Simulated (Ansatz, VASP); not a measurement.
In3O2: VASP beside Ansatz

```
In O
1.0
     1.69524    0.97874    9.57133
    -1.69524    0.97874    9.57133
     0.00000   -1.95749    9.57133
In O
3 2
Direct
  0.00000 0.00000 0.00000
  0.21167 0.21167 0.21167
  0.78833 0.78833 0.78833
  0.42038 0.42038 0.42038
  0.57962 0.57962 0.57962
```

Alike in both runs: functional PBE; k mesh 12 × 12 × 12; occupations gaussian, width 0.1 eV; no spin polarisation.

Ansatz relaxed the structure, and its values are those at the end. VASP's run is a single point on that final structure, the one shown.

```csv
,VASP,Ansatz
version,VASP 6.6.1,Ansatz 0.2.0
potentials or method,"VASP PAW PBE potentials, release 64 (In_d, O), cutoff 520 eV","scalar-relativistic, plane waves, PAW"
valence electrons in the cell,51,51
```

```tsv
	VASP	Ansatz	Ansatz less VASP
gap on the k mesh at the Fermi level (eV)	none	none	-
pressure (GPa)	0.1	0.0	-0.14
rms of the force components (eV/Å)	0.021	0.000	-0.0204
```

A gap of «none» marks a metal or a gap that the smearing closes. The functional is the same, so the differences come from potentials, cutoffs and numerics.
